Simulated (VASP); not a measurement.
# SiC (P1) in VASP: a series of runs

Runs on SiC. Level: PBE. Tasks: single point.

Program: VASP 6.6.1. These are calculated values, not measurements. Logs are shortened: lines on timing, memory, paths and dates and some standing lists are left out, and cuts for length are marked.

## Step 1: The cell of the first run

The typed cell holds 8 atoms: a = 3.076 Å, b = 3.076 Å, c = 10.101 Å, α = 89.13°, β = 88.25°, γ = 60.00°.

## Step 2: Single point, PBE

File INCAR:

```
SYSTEM = SiC
PREC = Accurate
ENCUT = 520
EDIFF = 1E-6
ISMEAR = 0
SIGMA = 0.05
LREAL = .FALSE.
LASPH = .TRUE.
NELM = 80
ALGO = Normal
ISIF = 2
LWAVE = .FALSE.
LCHARG = .FALSE.
GGA = PE
NBANDS = 26
```

File KPOINTS:

```
regular mesh
0
G
  10 10 3
  0 0 0
```

File POSCAR:

```
SiC
1.0
   -3.0759982064      0.0000000000      0.0000000000
   -1.5379991032     -2.6638925888      0.0000000000
   -0.3075998206      0.0000000000     10.0960000000
Si C
4 4
Direct
    0.2679583333      0.3333333333      0.6537500000
    0.3179583333      0.3333333333      0.1537500000
    0.5762916667      0.6666666667      0.9037500000
    0.6262916667      0.6666666667      0.4037500000
    0.2487083333      0.3333333333      0.8462500000
    0.2987083333      0.3333333333      0.3462500000
    0.6570416667      0.6666666667      0.0962500000
    0.6070416667      0.6666666667      0.5962500000
```

Potentials or basis: VASP PAW PBE potentials, release 64 (Si, C).

Command:

```sh
> cat potpaw_PBE.64/Si/POTCAR potpaw_PBE.64/C/POTCAR > POTCAR
> mpirun -np 1 vasp_std > vasp.out
```

OUTCAR:

```text
SYSTEM = SiC
   PREC = Accurate
   ENCUT = 520
   EDIFF = 1E-6
   ISMEAR = 0
   LREAL = .FALSE.
   LASPH = .TRUE.
   NELM = 80
   ISIF = 2
   GGA = PE

 ion  position               nearest neighbor table
   1  0.268  0.333  0.654-   8 1.87   8 1.87   8 1.87   5 1.94   4 3.09   3 3.09   3 3.09   4 3.09
                             3 3.09   4 3.09
   2  0.318  0.333  0.154-   7 1.87   7 1.87   7 1.87   6 1.94   3 2.94   4 3.09   4 3.09   4 3.09
                             3 3.10
   3  0.576  0.667  0.904-   5 1.87   5 1.87   5 1.87   7 1.97   2 2.94   1 3.09   1 3.09   1 3.09
                             2 3.10
   4  0.626  0.667  0.404-   6 1.87   6 1.87   6 1.87   8 1.94   1 3.09   2 3.09   2 3.09   1 3.09
                             2 3.09   1 3.09
   5  0.249  0.333  0.846-   3 1.87   3 1.87   3 1.87   1 1.94
   6  0.299  0.333  0.346-   4 1.87   4 1.87   4 1.87   2 1.94
   7  0.657  0.667  0.096-   2 1.87   2 1.87   2 1.87   3 1.97
   8  0.607  0.667  0.596-   1 1.87   1 1.87   1 1.87   4 1.94

  LATTYP: Found a base centered monoclinic cell.
 ALAT       =     3.0759982064
 B/A-ratio  =     1.7320508076
 C/A-ratio  =     3.2837095906
 COS(beta)  =    -0.0304533630

  Lattice vectors:

 A1 = (   1.5379991032,  -2.6638925888,   0.0000000000)
 A2 = (   1.5379991032,   2.6638925888,   0.0000000000)
 A3 = (  -0.3075998206,   0.0000000000,  10.0960000000)

Analysis of symmetry for initial positions (statically):
=====================================================================
 Subroutine PRICEL returns:
 Original cell was already a primitive cell.

 Routine SETGRP: Setting up the symmetry group for a
 base centered monoclinic supercell.

 Subroutine GETGRP returns: Found  1 space group operations
 (whereof  1 operations were pure point group operations)
 out of a pool of  4 trial point group operations.

The static configuration has the point symmetry C_1 .

Analysis of symmetry for dynamics (positions and initial velocities):
=====================================================================
 Subroutine PRICEL returns:
 Original cell was already a primitive cell.

 Routine SETGRP: Setting up the symmetry group for a
 base centered monoclinic supercell.

 Subroutine GETGRP returns: Found  1 space group operations
 (whereof  1 operations were pure point group operations)
 out of a pool of  4 trial point group operations.

The dynamic configuration has the point symmetry C_1 .

 Subroutine INISYM returns: Found  1 space group operations
 (whereof  1 operations are pure point group operations),
 and found     1 'primitive' translations

----------------------------------------------------------------------------------------

                                     Primitive cell

  volume of cell :      82.7279

  direct lattice vectors                    reciprocal lattice vectors
    -3.075998206  0.000000000  0.000000000    -0.325097719  0.187695255 -0.009904913
    -1.537999103 -2.663892589  0.000000000     0.000000000 -0.375390511  0.000000000
    -0.307599821  0.000000000 10.096000000     0.000000000  0.000000000  0.099049128

  length of vectors
     3.075998206  3.075998206 10.100684811     0.375521162  0.375390511  0.099049128

  position of ions in fractional coordinates (direct lattice)
     0.267958333  0.333333333  0.653750000
     0.317958333  0.333333333  0.153750000
     0.576291667  0.666666667  0.903750000
     0.626291667  0.666666667  0.403750000
     0.248708333  0.333333333  0.846250000
     0.298708333  0.333333333  0.346250000
     0.657041667  0.666666667  0.096250000
     0.607041667  0.666666667  0.596250000

  ion indices of the primitive-cell ions
   primitive index   ion index
                 1           1
                 2           2
                 3           3
                 4           4
                 5           5
                 6           6
                 7           7
                 8           8

----------------------------------------------------------------------------------------

 KPOINTS: regular mesh

Automatic generation of k-mesh.
 Grid dimensions read from file:
 generate k-points for:   10   10    3

 Generating k-lattice:

  Cartesian coordinates                     Fractional coordinates (reciprocal lattice)
    -0.032509772  0.018769526 -0.000990491     0.100000000  0.000000000  0.000000000
     0.000000000 -0.037539051  0.000000000     0.000000000  0.100000000  0.000000000
     0.000000000  0.000000000  0.033016376     0.000000000  0.000000000  0.333333333

  Length of vectors
     0.037552116  0.037539051  0.033016376

  Shift w.r.t. Gamma in fractional coordinates (k-lattice)
     0.000000000  0.000000000  0.000000000

 Subroutine IBZKPT returns following result:
 ===========================================

 Found    152 irreducible k-points:

 Following reciprocal coordinates:
            Coordinates               Weight
  0.000000  0.000000  0.000000      1.000000
[... 90 lines left out ...]
[... 18 lines left out ...]
     25      15.6331      0.00000
     26      15.7585      0.00000

 k-point     2 :       0.1000    0.0000    0.0000
  band No.  band energies     occupation
      1      -7.1385      2.00000
      2      -5.9780      2.00000
      3      -5.9326      2.00000
      4      -3.6637      2.00000
      5      -0.1079      2.00000
      6       3.9799      2.00000
[... 18 lines left out ...]
     25      15.8950      0.00000
     26      16.1038      0.00000

 k-point     3 :      -0.1000   -0.1000   -0.0000
  band No.  band energies     occupation
      1      -7.1384      2.00000
      2      -5.9778      2.00000
      3      -5.9326      2.00000
      4      -3.6626      2.00000
      5      -0.1086      2.00000
      6       3.9847      2.00000
[... 18 lines left out ...]
     25      15.9793      0.00000
     26      16.0784      0.00000

 k-point     4 :       0.2000    0.0000    0.0000
  band No.  band energies     occupation
      1      -6.6234      2.00000
      2      -5.5010      2.00000
      3      -5.4135      2.00000
      4      -3.2390      2.00000
      5       0.3587      2.00000
      6       3.7527      2.00000
[... 18 lines left out ...]
     25      16.1668      0.00000
     26      17.0896      0.00000

 k-point     5 :      -0.2000   -0.2000   -0.0000
  band No.  band energies     occupation
      1      -6.6235      2.00000
      2      -5.5000      2.00000
      3      -5.4133      2.00000
      4      -3.2330      2.00000
      5       0.3547      2.00000
      6       3.7759      2.00000
[... 18 lines left out ...]
     25      16.1265      0.00000
     26      17.1326      0.00000

 k-point     6 :       0.3000    0.0000    0.0000
  band No.  band energies     occupation
      1      -5.7929      2.00000
      2      -4.7279      2.00000
      3      -4.6025      2.00000
      4      -2.6332      2.00000
      5       0.9430      2.00000
      6       2.2438      2.00000
[... 427 lines left out ...]
 k-point    21 :       0.4000    0.5000    0.0000
  band No.  band energies     occupation
      1      -4.1201      2.00000
      2      -3.2454      2.00000
      3      -3.1330      2.00000
      4      -2.2637      2.00000
      5       0.1198      2.00000
      6       0.3831      2.00000
[... 18 lines left out ...]
     25      17.5687      0.00000
     26      17.8943      0.00000

 k-point    22 :      -0.3000    0.1000    0.0000
  band No.  band energies     occupation
      1      -5.1609      2.00000
      2      -4.1392      2.00000
      3      -4.0184      2.00000
      4      -2.2974      2.00000
      5       0.9270      2.00000
      6       1.4811      2.00000
[... 18 lines left out ...]
     25      16.9137      0.00000
     26      17.5572      0.00000

 k-point    23 :       0.3000    0.4000    0.0000
  band No.  band energies     occupation
      1      -5.1643      2.00000
      2      -4.1335      2.00000
      3      -4.0191      2.00000
      4      -2.2507      2.00000
      5       0.8453      2.00000
      6       1.5006      2.00000
[... 18 lines left out ...]
     25      16.9925      0.00000
     26      17.6855      0.00000

 k-point    24 :      -0.2000    0.1000   -0.0000
  band No.  band energies     occupation
      1      -6.1201      2.00000
      2      -5.0178      2.00000
      3      -4.9317      2.00000
      4      -2.8513      2.00000
      5       0.7729      2.00000
      6       3.0215      2.00000
[... 18 lines left out ...]
     25      16.0704      0.00000
     26      16.8944      0.00000

 [... further k-points ...]

------------------------ aborting loop because EDIFF is reached ----------------------------------------

  FORCE on cell =-STRESS in cart. coord.  units (eV):
  Direction    XX          YY          ZZ          XY          YZ          ZX
  --------------------------------------------------------------------------------------
  -------------------------------------------------------------------------------------
  Total        2.3647992      2.7689503      0.2903103     -0.2805417     -0.1153799      2.2475006
  in kB       45.7986543     53.6257795      5.6223896     -5.4332017     -2.2345430     43.5269526
  external PRESSURE =      35.0156078 kB  Pullay stress =       0.0000000 kB

 VOLUME and BASIS-vectors are now :
 -----------------------------------------------------------------------------
  energy-cutoff  :      520.00
  volume of cell :       82.73
      direct lattice vectors                 reciprocal lattice vectors
    -3.075998206  0.000000000  0.000000000    -0.325097719  0.187695255 -0.009904913
    -1.537999103 -2.663892589  0.000000000     0.000000000 -0.375390511  0.000000000
    -0.307599821  0.000000000 10.096000000     0.000000000  0.000000000  0.099049128

 POSITION                                       TOTAL-FORCE (eV/Angst)
 -----------------------------------------------------------------------------------
     -1.53800     -0.88796      6.60026        -0.065394      0.013217      0.721467
     -1.53800     -0.88796      1.55226         0.083980      0.038769      0.781913
     -3.07600     -1.77593      9.12426        -0.823147     -0.040070      0.819935
     -3.07600     -1.77593      4.07626         0.008134      0.000682      0.731024
     -1.53800     -0.88796      8.54374        -0.020227      0.049074     -0.773190
     -1.53800     -0.88796      3.49574         0.062370     -0.003885     -0.725243
     -3.07600     -1.77593      0.97174         0.757343     -0.059768     -0.819303
     -3.07600     -1.77593      6.01974        -0.003059      0.001982     -0.736602
 -----------------------------------------------------------------------------------
    total drift:                               -0.000346      0.000001      0.000293

  FREE ENERGIE OF THE ION-ELECTRON SYSTEM (eV)
  ---------------------------------------------------
  free  energy   TOTEN  =       -59.9921622996 eV

  energy  without entropy=      -59.9921622996  energy(sigma->0) =      -59.99216230
```

Wall time 3.8 min (1 thread of Intel Xeon 8259CL, shared host); peak memory 0.37 GiB.

What came out:

| Item | Value |
| --- | --- |
| Free energy | -59.9922 eV |
| Pressure | 3.5 GPa |
| Largest force | 1.163 eV/Å |
| Band gap on the k mesh | 2.33 eV (least direct gap 4.02 eV) |

Forces in eV/Å, atoms in the order of the input:
```
Si  -0.065  0.013  0.721
Si   0.084  0.039  0.782
Si  -0.823 -0.040  0.820
Si   0.008  0.001  0.731
C   -0.020  0.049 -0.773
C    0.062 -0.004 -0.725
C    0.757 -0.060 -0.819
C   -0.003  0.002 -0.737
```

Stress tensor (GPa, compression positive):
```
 4.58 -0.54  4.35
-0.54  5.36 -0.22
 4.35 -0.22  0.56
```

Levels at points of the mesh, in eV from the valence-band top:
```tsv
k point	band 14	band 15	band 16	band 17	band 18	band 19
(0.00, 0.00, 0.00)	-0.47	-0.36	0.00	4.54	5.54	5.61
(0.50, 0.00, 0.00)	-2.55	-2.17	-1.60	2.45	2.91	3.11
(0.50, 0.50, 0.00)	-2.63	-2.23	-1.57	2.51	2.88	3.15
(0.00, 0.50, 0.00)	-2.45	-2.36	-1.58	2.53	2.99	3.07
```

Caveat: the cell stands under pressure; an odd mesh through Γ misses points on the zone boundary, where band edges can lie; forces of over 1 eV/Å act on the atoms, so gaps and moduli don't describe the material at rest.

## Step 3: Single point, PBE

File INCAR:

```
SYSTEM = SiC
PREC = Accurate ; ENCUT = 520
EDIFF = 1E-7 ; ISMEAR = 0
SIGMA = 0.05 ; LREAL = .False.
LASPH = .True. ; NELM = 80
ALGO = Normal ; ISIF = 2
LWAVE = .False. ; LCHARG = .False.
GGA = PE ; NBANDS = 26
```

File KPOINTS:

```
Automatic mesh
0
Gamma
  10 10 3
  0 0 0
```

File POSCAR:

```
SiC
1.0
   -3.0759982064      0.0000000000      0.0000000000
   -1.5379991032     -2.6638925888      0.0000000000
   -0.9227994619      0.0000000000     10.0960000000
Si C
4 4
Direct
    0.1372083333      0.3333333333      0.6537500000
    0.2872083333      0.3333333333      0.1537500000
    0.3955416667      0.6666666667      0.9037500000
    0.5455416667      0.6666666667      0.4037500000
    0.0794583333      0.3333333333      0.8462500000
    0.2294583333      0.3333333333      0.3462500000
    0.6377916667      0.6666666667      0.0962500000
    0.4877916667      0.6666666667      0.5962500000
```

Potentials or basis: VASP PAW PBE potentials, release 64 (Si, C).

Command:

```sh
> cat potpaw_PBE.64/Si/POTCAR potpaw_PBE.64/C/POTCAR > POTCAR
> mpirun -np 1 vasp_std > vasp.out
```

Run time: 4.6 min. Hardware: 1 thread of Intel Xeon 8259CL, shared host; peak memory 0.37 GiB.

It converged, with:

```yaml
Free_energy: -58.9841 eV
Pressure: 2.9 GPa
Largest_force: 1.984 eV/Å
Band_gap_on_the_k_mesh: 1.20 eV (least direct gap 2.51 eV)
```

Forces on the atoms (eV/Å):
```
Si  -0.139  0.117  0.558
Si   0.094  0.256  0.876
Si  -1.778 -0.224  0.837
Si   0.018  0.009  0.613
C   -0.144  0.366 -0.984
C    0.157 -0.033 -0.565
C    1.795 -0.509 -0.675
C   -0.003  0.019 -0.660
```

Stress tensor (GPa, compression positive):
```
-0.19 -1.42  9.92
-1.42  5.87 -2.27
 9.92 -2.27  3.04
```

Levels at points of the mesh, in eV from the valence-band top:
| k point | band 13 | band 14 | band 15 | band 16 | band 17 | band 18 | band 19 | band 20 |
| --- | --- | --- | --- | --- | --- | --- | --- | --- |
| (0.00, 0.00, 0.00) | -1.11 | -0.83 | -0.66 | 0.00 | 4.31 | 4.52 | 5.32 | 5.65 |
| (0.50, 0.00, 0.00) | -3.01 | -2.84 | -2.04 | -1.50 | 1.78 | 2.20 | 2.85 | 3.63 |
| (0.50, 0.50, 0.00) | -3.11 | -2.95 | -2.15 | -1.48 | 1.51 | 2.42 | 2.93 | 3.52 |
| (0.00, 0.50, 0.00) | -2.75 | -2.73 | -2.38 | -1.86 | 1.94 | 2.45 | 2.84 | 3.82 |

Caveat: an odd mesh through Γ misses points on the zone boundary, where band edges can lie; forces of over 1 eV/Å act on the atoms, so gaps and moduli don't describe the material at rest.

## Step 4: Single point, PBE

File INCAR:

```
SYSTEM = SiC
PREC = Accurate
ENCUT = 520
EDIFF = 1E-7
ISMEAR = 0
SIGMA = 0.05
LREAL = .False.
LASPH = .True.
NELM = 60
ALGO = Normal
ISIF = 2
LWAVE = .False.
LCHARG = .False.
GGA = PE
NBANDS = 26
```

File KPOINTS:

```
regular mesh
0
Gamma
  10 10 3
  0 0 0
```

File POSCAR:

```
SiC
1.0
   -3.0759982064      0.0000000000      0.0000000000
   -1.5379991032     -2.6638925888      0.0000000000
   -0.6151996413      0.0000000000     10.0960000000
Si C
4 4
Direct
    0.2025833333      0.3333333333      0.6537500000
    0.3025833333      0.3333333333      0.1537500000
    0.4859166667      0.6666666667      0.9037500000
    0.5859166667      0.6666666667      0.4037500000
    0.1640833333      0.3333333333      0.8462500000
    0.2640833333      0.3333333333      0.3462500000
    0.6474166667      0.6666666667      0.0962500000
    0.5474166667      0.6666666667      0.5962500000
```

Command:

```sh
> cat potpaw_PBE.64/Si/POTCAR potpaw_PBE.64/C/POTCAR > POTCAR
> mpirun -np 1 vasp_std > vasp.out
```

Run time: 5 min. Hardware: 1 thread of Intel Xeon Platinum 8259CL at 2.50GHz (Skylake/Cascade Lake), shared host; peak memory 0.37 GiB.

The run converged. Its results:

```
Free energy            : -59.5822 eV
Pressure               : 3.2 GPa
Largest force          : 1.759 eV/Å
Band gap on the k mesh : 1.92 eV (least direct gap 3.58 eV)
```

Forces in eV/Å, atoms in the order of the input:
```
Si  -0.116  0.053  0.644
Si   0.124  0.138  0.844
Si  -1.505 -0.133  0.899
Si   0.015  0.003  0.677
C   -0.070  0.182 -0.844
C    0.120 -0.015 -0.654
C    1.438 -0.235 -0.867
C   -0.005  0.008 -0.699
```

Stress tensor (GPa, compression positive):
```
 2.61 -1.06  8.10
-1.06  5.61 -0.94
 8.10 -0.94  1.32
```

Levels at points of the mesh, in eV from the valence-band top:
```
           k point  band 14  band 15  band 16  band 17  band 18  band 19
(0.00, 0.00, 0.00)    -0.70    -0.54     0.00     4.43     5.02     5.44
(0.50, 0.00, 0.00)    -2.74    -2.02    -1.73     2.27     2.44     2.96
(0.50, 0.50, 0.00)    -2.89    -2.16    -1.64     2.16     2.51     3.03
(0.00, 0.50, 0.00)    -2.62    -2.38    -1.74     2.46     2.55     2.92
```

Caveat: the cell stands under pressure; an odd mesh through Γ misses points on the zone boundary, where band edges can lie; forces of over 1 eV/Å act on the atoms, so gaps and moduli don't describe the material at rest.

## Step 5: Single point, PBE

File INCAR:

```
  PREC = Accurate
  ENCUT = 520
  EDIFF = 1E-6
  ISMEAR = 0
  SIGMA = 0.05
  LREAL = False
  LASPH = True
  NELM = 60
  ALGO = Normal
  ISIF = 2
  LWAVE = False
  LCHARG = True
  GGA = PE
  LELF = True
  LVHAR = True
  NBANDS = 26
```

File KPOINTS:

```
Automatic mesh
0
Gamma
  10 10 3
```

File POSCAR:

```
SiC
1.0
   -3.0759982064      0.0000000000      0.0000000000
   -1.5379991032     -2.6638925888      0.0000000000
   -1.2303992826      0.0000000000     10.0960000000
Si C
4 4
Direct
    0.0718333333      0.3333333333      0.6537500000
    0.2718333333      0.3333333333      0.1537500000
    0.3051666667      0.6666666667      0.9037500000
    0.5051666667      0.6666666667      0.4037500000
   -0.0051666667      0.3333333333      0.8462500000
    0.1948333333      0.3333333333      0.3462500000
    0.6281666667      0.6666666667      0.0962500000
    0.4281666667      0.6666666667      0.5962500000
```

Command:

```sh
> cat potpaw_PBE.64/Si/POTCAR potpaw_PBE.64/C/POTCAR > POTCAR
> mpirun -np 1 vasp_std > vasp.out
```

Run time: 4 min. Hardware: 1 thread of Intel Xeon Platinum 8259CL at 2.50GHz (Skylake/Cascade Lake), shared host; peak memory 0.37 GiB.

The run converged. Its results:

* Free energy: -58.3870 eV
* Pressure: 2.7 GPa
* Largest force: 1.690 eV/Å
* Band gap on the k mesh: 0.57 eV (least direct gap 1.41 eV)

Forces in eV/Å, atoms in the order of the input:
```
Si  -0.111  0.205  0.494
Si   0.024  0.367  0.846
Si  -1.343 -0.290  0.705
Si   0.017  0.021  0.554
C   -0.159  0.567 -1.181
C    0.132 -0.071 -0.484
C    1.439 -0.834 -0.300
C    0.002  0.034 -0.634
```

Stress tensor (GPa, compression positive):
```
-2.91 -1.26  7.80
-1.26  6.04 -4.25
 7.80 -4.25  5.04
```

Levels at points of the mesh, in eV from the valence-band top:
```csv
k point,band 12,band 13,band 14,band 15,band 16,band 17,band 18,band 19,band 20,band 21
"(0.00, 0.00, 0.00)",-1.20,-1.05,-0.86,-0.70,-0.02,4.04,4.46,5.27,5.63,6.05
"(0.50, 0.00, 0.00)",-3.33,-3.01,-2.85,-2.10,-1.03,1.00,2.24,2.82,3.41,4.07
"(0.50, 0.50, 0.00)",-3.32,-3.19,-2.90,-2.17,-1.20,1.02,2.42,2.84,3.58,3.99
"(0.00, 0.50, 0.00)",-3.45,-2.77,-2.54,-2.33,-1.98,1.36,2.47,2.83,3.80,4.38
```

Caveat: an odd mesh through Γ misses points on the zone boundary, where band edges can lie; forces of over 1 eV/Å act on the atoms, so gaps and moduli don't describe the material at rest.

## Step 6: Overview

```tsv
cell	gap on the mesh (eV)	pressure (GPa)	largest force (eV/Å)
a = 3.076, b = 3.076, c = 10.101 Å, angles 89.1, 88.3, 60.0°, 8 atoms	2.33	3.5	1.16
a = 3.076, b = 3.076, c = 10.138 Å, angles 87.4, 84.8, 60.0°, 8 atoms	1.20	2.9	1.98
a = 3.076, b = 3.076, c = 10.115 Å, angles 88.3, 86.5, 60.0°, 8 atoms	1.92	3.2	1.76
a = 3.076, b = 3.076, c = 10.171 Å, angles 86.5, 83.1, 60.0°, 8 atoms	0.57	2.7	1.69
```

Alike in all rows: task single point; level PBE; potentials or basis VASP PAW PBE potentials, release 64 (Si, C); no spin polarisation; k mesh 10 × 10 × 3; cutoff (eV) 520; smearing gaussian 0.05 eV.

Caveats: an odd mesh through Γ misses points on the zone boundary, where band edges can lie; forces of over 1 eV/Å act on the atoms, so gaps and moduli don't describe the material at rest; the cell stands under pressure (at least some runs).

Total energies depend on the potentials used, so only differences within one code and one set of settings carry meaning.
